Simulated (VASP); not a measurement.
Runs of VASP 6.6.1 on HfN. The structure is that of space group Fm-3m (No. 225), or close to it. The cells are those of the table. 

```tsv
cell	gap on the mesh (eV)	pressure (GPa)
a = 3.067 Å, angles 60.0°, 2 atoms	none	48.1
a = 2.939 Å, angles 60.0°, 2 atoms	none	123.9
a = 3.131, b = 3.131, c = 3.067 Å, angles 60.7, 60.7, 58.6°, 2 atoms	none	(a)
a = 3.322 Å, angles 60.0°, 2 atoms	none	-22.9
a = 3.450 Å, angles 60.0°, 2 atoms	none	(b)
```

Alike in all rows: task single point; level PBE; potentials or basis VASP PAW PBE potentials, release 64 (Hf_pv, N); no spin polarisation; k mesh 18 × 18 × 18; cutoff (eV) 520; smearing gaussian 0.15 eV.

Problem. Estimate the missing entries.

Solution. (a) 31.9; (b) -36.7.

Caveats: spin-orbit coupling is left out, which moves the levels of the heavy elements; an odd number of electrons without spin polarisation forces a metal; a magnetic or distorted state may lie lower; the cell stands under pressure (at least some runs); the cell stands under tension (at least some runs); the stress differs along the axes, from 13 to 41 GPa (at least some runs).

A k mesh can miss the band edges, and the runs leave out spin-orbit coupling on Hf.

A gap of «none» marks levels without a gap at the run's occupations.
